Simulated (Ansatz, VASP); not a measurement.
**PbS in VASP and in Ansatz**

File INCAR:

```
PREC     = Accurate       # precision mode
ENCUT    = 520            # plane-wave cutoff, eV
EDIFF    = 1E-7           # SCF threshold, eV
ISMEAR   = 0              # smearing method
SIGMA    = 0.01           # smearing width, eV
LREAL    = False          # projectors in reciprocal space
LASPH    = True           # aspherical terms in the spheres
NELM     = 60             # most SCF steps
ALGO     = Normal         # electronic algorithm
ISIF     = 2              # what is computed and relaxed
LWAVE    = False          # write WAVECAR
LCHARG   = True           # write CHGCAR
GGA      = PE             # functional
LELF     = True           # ELF
LVHAR    = True         
NBANDS   = 17             # bands
```

File KPOINTS:

```
Automatic mesh
0
Gamma
  6 6 6
```

Contents of POSCAR:

```
PbS
1.0
    0.0000000000      3.0627606951      3.0627606951
    3.0627606951      0.0000000000      3.0627606951
    3.0627606951      3.0627606951      0.0000000000
Pb S
1 1
Direct
    0.0000000000      0.0000000000      0.0000000000
    0.5000000000      0.5000000000      0.5000000000
```

Input for Ansatz:

```yaml
crystal:
  lattice:
    - [0.0, 3.0627606951, 3.0627606951]
    - [3.0627606951, 0.0, 3.0627606951]
    - [3.0627606951, 3.0627606951, 0.0]
  atoms:
    - { symbol: Pb, position: [0.0, 0.0, 0.0] }
    - { symbol: S, position: [0.5, 0.5, 0.5] }
kpoints:
  mp_grid: { grid: [6, 6, 6] }
hamiltonian:
  xc: pbe
scf:
  occupations: { method: fixed }
  n_extra_bands: 4
output:
  forces: true
  stress: true
  eigenvalues: true
```

Alike in both runs: task single point; functional PBE; k mesh 6 × 6 × 6; no spin polarisation.

|  | VASP | Ansatz |
| --- | --- | --- |
| version | VASP 6.6.1 | Ansatz 0.2.0 |
| potentials or method | VASP PAW PBE potentials, release 64 (Pb_d, S) | plane waves, PAW |
| plane-wave cutoff (eV) | 520 | 420 |
| occupations | gaussian, width 0.01 eV | fixed |
| valence electrons in the cell | 20 | 20 |

```csv
,VASP,Ansatz,Ansatz less VASP
gap on the k mesh at the Fermi level (eV),0.67,0.66,-0.006
pressure (GPa),-2.8,-2.7,+0.07
```

Neither program's run includes spin-orbit coupling.
